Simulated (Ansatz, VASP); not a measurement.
## Bi in VASP and in Ansatz

Contents of INCAR:

```
PREC     = Accurate       # precision mode
ENCUT    = 520            # plane-wave cutoff, eV
EDIFF    = 1E-6           # SCF threshold, eV
ISMEAR   = 0              # smearing method
SIGMA    = 0.1            # smearing width, eV
LREAL    = False          # projectors in reciprocal space
LASPH    = True           # aspherical terms in the spheres
NELM     = 60             # most SCF steps
ALGO     = Fast           # electronic algorithm
ISIF     = 2              # what is computed and relaxed
LWAVE    = False          # write WAVECAR
LCHARG   = False          # write CHGCAR
GGA      = PE             # functional
NBANDS   = 14             # bands
```

The input KPOINTS:

```
regular mesh
0
Gamma
  14 14 14
```

Contents of POSCAR:

```
Bi
1.0
   -4.2308791416      4.2308791416      1.3618394085
    4.2541973348     -4.2541973348      1.5006333217
    4.0605798616      4.0838980548     -1.4312363651
Bi
1
Direct
    0.0000000000      0.0000000000      0.0000000000
```

Input for Ansatz:

```yaml
crystal:
  lattice:
    - [-4.2308791416, 4.2308791416, 1.3618394085]
    - [4.2541973348, -4.2541973348, 1.5006333217]
    - [4.0605798616, 4.0838980548, -1.4312363651]
  atoms:
    - { symbol: Bi, position: [0.0, 0.0, 0.0] }
basis:
  ecutwfc: 420
kpoints:
  mp_grid: { grid: [14, 14, 14] }
hamiltonian:
  xc: pbe
scf:
  occupations: { method: gaussian, width: 0.1 }
output:
  forces: true
  stress: true
  eigenvalues: true
  write_density: true
  write_potential: true
  elf: true
  volumetric_format: npy
```

Alike in both runs: task single point; functional PBE; k mesh 14 × 14 × 14; occupations gaussian, width 0.1 eV; no spin polarisation.

|  | VASP | Ansatz |
| --- | --- | --- |
| version | VASP 6.6.1 | Ansatz 0.2.0 |
| potentials or method | VASP PAW PBE potentials, release 64 (Bi_d), cutoff 520 eV | scalar-relativistic, plane waves, PAW |
| valence electrons in the cell | 15 | 15 |

Ansatz gave:

| Quantity | Value |
| --- | --- |
| gap on the k mesh at the Fermi level (eV) | none |
| pressure (GPa) | -0.3 |
| traceless stress, the component that is largest in VASP (GPa) | -0.15 |

What did VASP give for the same quantities?

gap on the k mesh at the Fermi level (eV): none; pressure (GPa): -0.3; traceless stress, the component that is largest in VASP (GPa): -0.16.

A gap of «none» marks a metal or a gap that the smearing closes. The functional is the same, so the differences come from potentials, cutoffs and numerics. Ansatz's warnings: xc potential rough in thin density.

Spin-orbit coupling is off throughout.
